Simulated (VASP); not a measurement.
# H22CO12 in VASP: notebook

H22CO12 is run at these levels: PBE+D3(BJ); tasks: single point.

Program: VASP 6.6.1. These are calculated values, not measurements. Logs are shortened: lines on timing, memory, paths and dates and some standing lists are left out, and cuts for length are marked.

### 1 The cell of the first run

The cell holds an amorphous packing of atoms, 35 atoms: a = 6.887 Å, b = 6.887 Å, c = 6.887 Å, α = 90.00°, β = 90.00°, γ = 90.00°.

### 2 Single point, PBE+D3(BJ)

INCAR

```
ALGO = Normal
EDIFF = 1E-6
ENCUT = 520
GGA = PE
ISIF = 2
ISMEAR = -1
IVDW = 12
LASPH = T
LCHARG = F
LREAL = Auto
LWAVE = F
NBANDS = 72
NELM = 80
PREC = Accurate
SIGMA = 0.05
```

KPOINTS

```
k-points
0
Gamma
  1 1 1
```

POSCAR

```
H22CO12
1.0
    6.8873110000      0.0000000000      0.0000000000
    0.0000000000      6.8873110000      0.0000000000
    0.0000000000      0.0000000000      6.8873110000
O H C
12 22 1
Direct
    0.3111228751      0.9645854529      0.0407851482
    0.7213119895      0.8848010494      0.9934210899
    0.8973458582      0.1978130507      0.7630409023
    0.1584217701      0.5064966574      0.9640772720
    0.8440449400      0.5274917889      0.1664655480
    0.2240061470      0.2253854952      0.4648403419
    0.8373659909      1.0980047220      0.4252748279
    0.6210551549      0.4686008807      0.8156158478
    0.5976933523      0.7844716174      0.3759232014
    0.5467881442      0.2745774076      0.2218282288
    0.1207728241      0.6124305988      0.3911541093
   -0.0333076291      0.7623294490      0.6426891424
    0.4339574618      0.9435322436     -0.0410174595
    0.1984083483      0.9017742919      0.0021488793
    0.7276279523      0.7929509790      1.1067163948
    0.8464987279      0.9603312526      0.9616670425
    0.8637188011      0.1480693989      0.6246704991
    0.9961943057      0.2965453426      0.7559844473
    0.0939118329      0.6057661691      0.8816793666
    0.3012060875      0.5501566577      0.9578048675
    0.7284991196      0.4355110434      0.1557356710
    0.9727744253      0.4641724470      0.1140357971
    0.0778533160      0.2023721595      0.4941986793
    0.2455675372      0.3303901915      0.5558773228
    0.7429169381      1.1905952846      0.3878146348
    0.7577413014      0.9821975514      0.3994156791
    0.7006072472      0.5899980413      0.8374531076
    0.7030610350      0.3515885953      0.7886967788
    0.4921804751      0.8062072411      0.2918120004
    0.5873990589      0.6492228970      0.4231985458
    0.4999774222      0.1549225815      0.1924698914
    0.4416672922      0.3451274380      0.1595978460
   -0.0240296975      0.6087281379      0.3327133042
    0.2703522463      0.7254500341      0.6392044733
    0.1196838650      0.7203682250      0.5663313302
```

Potentials or basis: VASP PAW PBE potentials, release 64 (O, H, C).

Launch:

```sh
cat potpaw_PBE.64/O/POTCAR potpaw_PBE.64/H/POTCAR potpaw_PBE.64/C/POTCAR > POTCAR
mpirun -np 1 vasp_gam > vasp.out
```

OUTCAR:

```text
EDIFF = 1E-6
   ENCUT = 520
   GGA = PE
   ISIF = 2
   ISMEAR = -1
   IVDW = 12
   LASPH = T
   LREAL = Auto
   NELM = 80
   PREC = Accurate
 IVDW          = 12

 ion  position               nearest neighbor table
   1  0.311  0.965  0.041-  14 0.93  13 1.03
   2  0.721  0.885  0.993-  15 1.01  16 1.03
   3  0.897  0.198  0.763-  18 0.96  17 1.04
   4  0.158  0.506  0.964-  19 0.99  20 1.03
   5  0.844  0.527  0.166-  21 1.02  22 1.05
   6  0.224  0.225  0.465-  24 0.97  23 1.04
   7  0.837  0.098  0.425-  25 0.95  26 0.98  17 1.43
   8  0.621  0.469  0.816-  28 1.00  27 1.01
   9  0.598  0.784  0.376-  29 0.94  30 0.99
  10  0.547  0.275  0.222-  31 0.91  32 0.97
  11  0.121  0.612  0.391-  33 1.08  35 1.42
  12  0.967  0.762  0.643-  35 1.21
  13  0.434  0.944  0.959-   1 1.03
  14  0.198  0.902  0.002-   1 0.93
  15  0.728  0.793  0.107-   2 1.01
  16  0.846  0.960  0.962-   2 1.03
  17  0.864  0.148  0.625-   3 1.04   7 1.43
  18  0.996  0.297  0.756-   3 0.96
  19  0.094  0.606  0.882-   4 0.99
  20  0.301  0.550  0.958-   4 1.03
  21  0.728  0.436  0.156-   5 1.02
  22  0.973  0.464  0.114-   5 1.05
  23  0.078  0.202  0.494-   6 1.04
[... 9 lines left out ...]
  33  0.976  0.609  0.333-  11 1.08
  34  0.270  0.725  0.639-  35 1.15
  35  0.120  0.720  0.566-  34 1.15  12 1.21  11 1.42

  LATTYP: Found a simple cubic cell.
 ALAT       =     6.8873110000

  Lattice vectors:

 A1 = (   6.8873110000,   0.0000000000,   0.0000000000)
 A2 = (   0.0000000000,   6.8873110000,   0.0000000000)
 A3 = (   0.0000000000,   0.0000000000,   6.8873110000)

Analysis of symmetry for initial positions (statically):
=====================================================================
 Subroutine PRICEL returns:
 Original cell was already a primitive cell.

 Routine SETGRP: Setting up the symmetry group for a
 simple cubic supercell.

 Subroutine GETGRP returns: Found  1 space group operations
 (whereof  1 operations were pure point group operations)
 out of a pool of 48 trial point group operations.

The static configuration has the point symmetry C_1 .

Analysis of symmetry for dynamics (positions and initial velocities):
=====================================================================
 Subroutine PRICEL returns:
 Original cell was already a primitive cell.

 Routine SETGRP: Setting up the symmetry group for a
 simple cubic supercell.
[... 148 lines left out ...]
   LREAL  =      T    real-space projection
   EDIFFG = 0.1E-04   stopping-criterion for IOM
   NSW    =      0    number of steps for IOM
   IBRION =     -1    ionic relax: 0-MD 1-quasi-New 2-CG
   NFREE  =      0    steps in history (QN), initial steepest desc. (CG)
   ISIF   =      2    stress and relaxation
   ISYM   =      2    0-nonsym 1-usesym 2-fastsym
   POTIM  = 0.5000    time-step for ionic-motion
   TEBEG  =    0.0;   TEEND  =   0.0 temperature during run
   PSTRESS=    0.0 pullay stress
   NELECT =      98.0000    total number of electrons
   NUPDOWN=      -1.0000    fix difference up-down
   EMIN   =  10.00;   EMAX   =-10.00  energy-range for DOS
   EFERMI =   0.00;   METHOD = LEGACY
   ISMEAR =    -1;   SIGMA  =   0.05  broadening in eV -4-tet -1-fermi 0-gaus
   EFERMI_NEDOS =   21; number of points for ismear=-14 and -15
   IALGO  =     38    algorithm
   IMIX   =      4    mixing-type and parameters
     AMIX     =   0.40;   BMIX     =  1.00
     AMIX_MAG =   1.60;   BMIX_MAG =  1.00
  volume/ion in A,a.u.               =       9.33        62.99
  Fermi-wavevector in a.u.,A,eV,Ry     =   1.095890  2.070933 16.340270  1.200976
  Thomas-Fermi vector in A             =   2.232222
   LORBIT       =      0    0 simple, 1 ext, 2 COOP (PROOUT), +10 PAW based schemes
   GGA     = PE    functional components
   LHFCALC =     F    Hartree Fock is set to
   AEXX    =    0.0000 exact exchange contribution
   IVDW    =    12    specifies the selected vdW correction
   LEPSILON=     F    determine dielectric tensor
   LRPA    =     F    only Hartree local field effects (RPA)
 non-spin polarized calculation
  energy-cutoff  :      520.00
  volume of cell :      326.70
 maximum number of plane-waves:      4367
 NGX is ok and might be reduce to    50
   NGX = 25   NGY = 25   NGZ = 25

 number of electron      98.0000003 magnetization

 Free energy of the ion-electron system (eV)
  ---------------------------------------------------
  ext. energy  EPLUGINS =         0.00000000
  ---------------------------------------------------
  free energy    TOTEN  =      -173.08691972 eV

  energy without entropy =     -173.08691972  energy(sigma->0) =     -173.08691972

 E-fermi :  -1.3364     XC(G=0):  -7.3284

 val. band max:       -2.5672443491   @ k =   0.0000   0.0000   0.0000
 cond. band min:       1.5163454548   @ k =   0.0000   0.0000   0.0000
 fundamental gap:      4.0835898039
 Fermi energy:        -1.3364356216

 k-point     1 :       0.0000    0.0000    0.0000
  band No.  band energies     occupation
      1     -23.8053      2.00000
      2     -22.8448      2.00000
      3     -22.5136      2.00000
      4     -22.2960      2.00000
      5     -22.2693      2.00000
      6     -21.6248      2.00000
[... 53 lines left out ...]
     60       6.2890      0.00000
     61       6.6081      0.00000
 [bands above 61 left out]

------------------------ aborting loop because EDIFF is reached ----------------------------------------

 Edisp (eV)   -1.40003

 E8    (eV) :    -0.2952

  FORCE on cell =-STRESS in cart. coord.  units (eV):
  Direction    XX          YY          ZZ          XY          YZ          ZX
  --------------------------------------------------------------------------------------
  -------------------------------------------------------------------------------------
  Total      -6.59725     2.35024     0.06681    -2.02681     0.68895     1.47901
  in kB     -32.35376    11.52587     0.32766    -9.93973     3.37869     7.25323
  external pressure =       -6.83 kB  Pullay stress =        0.00 kB

 VOLUME and BASIS-vectors are now :
 -----------------------------------------------------------------------------
  energy-cutoff  :      520.00
  volume of cell :      326.70
      direct lattice vectors                 reciprocal lattice vectors
     6.887311000  0.000000000  0.000000000     0.145194547  0.000000000  0.000000000
     0.000000000  6.887311000  0.000000000     0.000000000  0.145194547  0.000000000
     0.000000000  0.000000000  6.887311000     0.000000000  0.000000000  0.145194547

 POSITION                                       TOTAL-FORCE (eV/Angst)
 -----------------------------------------------------------------------------------
      2.14280      6.64340      0.28090         3.954438      1.259224      0.570004
      4.96790      6.09390      6.84200         0.740882      0.484156     -0.148373
      6.18030      1.36240      5.25530        -0.736803     -0.385409      0.414613
      1.09110      3.48840      6.63990         1.932020      1.185386     -1.028575
      5.81320      3.63300      1.14650         0.931096     -1.182156     -0.300044
      1.54280      1.55230      3.20150        -2.438246     -0.541807      0.845527
[... 27 lines left out ...]
      1.86200      4.99640      4.40240        -0.906940      0.290660     -0.917845
      0.82430      4.96140      3.90050         0.385199     -2.743216     -2.166996
 -----------------------------------------------------------------------------------
    total drift:                               -0.000043     -0.006889     -0.008621

  FREE ENERGIE OF THE ION-ELECTRON SYSTEM (eV)
  ---------------------------------------------------
  free  energy   TOTEN  =      -174.4869512167 eV

  energy  without entropy=     -174.4869512166  energy(sigma->0) =     -174.48695122
```

It took 27 s on 1 thread of Intel Xeon 6975P-C (Granite Rapids), shared host; peak memory 0.34 GiB.

Results:

```
Free energy                : -174.4870 eV
Pressure                   : -0.7 GPa
Largest force              : 4.547 eV/Å
Band gap on the k mesh     : 4.08 eV
Dispersion energy per atom : -0.040 eV
```

Forces in eV/Å, atoms in the order of the input:
```
O    3.954  1.259  0.570
O    0.741  0.484 -0.148
O   -0.737 -0.385  0.415
O    1.932  1.185 -1.029
O    0.931 -1.182 -0.300
O   -2.438 -0.542  0.846
O    0.181 -1.040 -0.360
O   -0.446  1.374 -0.044
O    1.116 -0.961  1.291
O    0.926  3.827  0.416
O   -0.326  2.344  1.814
O   -0.008  0.665  0.904
H   -1.777 -0.130  0.688
H   -1.557 -1.145 -1.130
H    0.895  0.852 -0.898
H   -1.937 -1.151  0.602
H    0.359  0.062  0.801
H    0.424  0.111  0.131
H    0.029 -0.436  0.452
H   -1.717 -0.890  0.043
H    1.331  0.281  0.064
H   -2.054  0.730  0.419
H    2.426 -0.119 -1.101
H    0.636  0.222 -0.032
H   -0.927  1.800 -0.680
H    0.344 -0.957  0.405
H   -0.514 -1.467 -0.311
H    0.381  0.622  0.343
H   -1.784  0.310 -1.071
H    0.142  0.801 -0.090
H   -1.131 -4.341 -0.742
H   -0.118  0.622  0.300
H    1.246 -0.351  0.519
H   -0.907  0.291 -0.918
C    0.385 -2.743 -2.167
```

Levels at points of the mesh, in eV from the valence-band top:
```csv
k point,band 47,band 48,band 49,band 50,band 51,band 52
"(0.00, 0.00, 0.00)",-0.51,-0.22,0.00,4.08,4.23,6.40
```

Caveat: the k points lie up to 0.91 Å⁻¹ apart.

### 3 Single point, PBE+D3(BJ)

INCAR

```
SYSTEM = H22CO12
PREC = Accurate ; ENCUT = 520
EDIFF = 1E-7 ; ISMEAR = -1
SIGMA = 0.05 ; LREAL = Auto
LASPH = .TRUE. ; NELM = 60
ALGO = Normal ; ISIF = 2
LWAVE = .FALSE. ; LCHARG = .FALSE.
GGA = PE ; IVDW = 12
NBANDS = 72
```

KPOINTS

```
Automatic mesh
0
G
  1 1 1
  0 0 0
```

POSCAR

```
H22CO12
1.0
    6.8873110000      0.0000000000      0.0000000000
    0.0000000000      6.8873110000      0.0000000000
    0.0000000000      0.0000000000      6.8873110000
O H C
12 22 1
Direct
    0.3740211528      0.9670682796      0.0151292718
    0.7224735459      0.8639365930      0.9497610896
    0.9251651334      0.1199016568      0.8224254720
    0.1238073901      0.4502628094      0.9076256321
    0.8616570386      0.5859035551      0.1693258806
    0.2335599481      0.1839324520      0.4452826364
    0.8395439091      1.1094170134      0.4411010335
    0.6181222251      0.4592648713      0.8095612351
    0.6176140441      0.7836294891      0.4263202286
    0.5341852575      0.2721091003      0.2890823429
    0.1353793955      0.6254690691      0.4066754064
   -0.0132127038      0.7563329143      0.6718442074
    0.5069177216      0.9099777838     -0.0070419355
    0.3762716683      1.0674848283     -0.1000680817
    0.7552149162      0.8949791871      1.0874490785
    0.8158481590      0.9781175846      0.9114297293
    0.8911170121      0.1349292924      0.6818190728
    1.0018423736      0.2339084151      0.8782382558
    0.1004746265      0.5884589791      0.8888084188
    0.2300026817      0.4458924535      1.0018859320
    0.7436283914      0.5498662686      0.2292331506
    0.8984348173      0.4748442462      0.0918210315
    0.0996760564      0.1239235458      0.4241423104
    0.1903645704      0.2378577067      0.5717035284
    0.7694875402      1.1473708680      0.3272394698
    0.8158626785      0.9641353498      0.4446002221
    0.7117581884      0.5846839209      0.8070929278
    0.7175659702      0.3711172619      0.8136847603
    0.5169071064      0.7287459503      0.3452435936
    0.5689738709      0.8641979431      0.5366100064
    0.4799841331      0.1709375401      0.2028803404
    0.5294373958      0.2454804204      0.4238519213
   -0.0013212704      0.5993050118      0.3329310960
    0.2565442449      0.8005446538      0.6392335122
    0.1378041445      0.7109450989      0.5837982342
```

Potentials or basis: VASP PAW PBE potentials, release 64 (O, H, C).

Launch:

```sh
cat potpaw_PBE.64/O/POTCAR potpaw_PBE.64/H/POTCAR potpaw_PBE.64/C/POTCAR > POTCAR
mpirun -np 1 vasp_gam > vasp.out
```

Wall time 30 s (1 thread of Intel Xeon 6975P-C (Granite Rapids), shared host); peak memory 0.37 GiB.

It converged, with:

```
Free energy                : -173.7161 eV
Pressure                   : 0.6 GPa
Largest force              : 4.959 eV/Å
Band gap on the k mesh     : 4.07 eV
Dispersion energy per atom : -0.040 eV
```

Forces in eV/Å, atoms in the order of the input:
```
O   -0.296  2.304 -2.060
O    0.771  1.144  1.682
O    0.966  1.901  0.144
O    0.511 -0.421  0.646
O    1.252  0.200  0.538
O   -2.654 -0.801  1.551
O    1.105 -2.328  1.116
O   -0.077  4.953 -0.221
O    0.651  0.672  0.926
O    1.798  1.183 -2.706
O    0.968  0.450  1.410
O    0.055 -1.166  0.120
H    0.100 -0.009 -0.191
H   -0.326 -1.805  2.141
H   -0.549 -1.333 -0.341
H   -0.566 -0.661 -1.210
H    0.318  0.254  0.597
H   -0.694 -0.829 -1.074
H   -0.317  0.318 -0.255
H    0.066 -0.122 -0.106
H   -1.632 -0.555  0.682
H    0.323 -0.268 -0.436
H    1.201  0.286 -0.578
H    0.916  0.299 -0.389
H   -1.029  1.042 -0.802
H    0.197  1.008 -0.057
H   -2.412 -1.860  0.060
H    2.269 -3.090  0.077
H   -0.813  0.313  0.361
H   -0.342 -1.126 -1.189
H   -0.432 -0.069  0.826
H   -0.830 -0.609  0.837
H    0.790  0.378  0.543
H    1.502 -0.906 -0.463
C   -2.789  1.254 -2.181
```

Stress tensor (GPa, compression positive):
```
 4.03 -2.55 -2.16
-2.55 -0.73 -2.54
-2.16 -2.54 -1.49
```

Levels at points of the mesh, in eV from the valence-band top:
| k point | band 45 | band 46 | band 47 | band 48 | band 49 | band 50 | band 51 | band 52 | band 53 | band 54 |
| --- | --- | --- | --- | --- | --- | --- | --- | --- | --- | --- |
| (0.00, 0.00, 0.00) | -0.52 | -0.39 | -0.17 | -0.09 | 0.00 | 4.07 | 4.48 | 6.40 | 6.66 | 7.02 |

Caveat: the k points lie up to 0.91 Å⁻¹ apart.

(Part 1 of 2 ends here.)
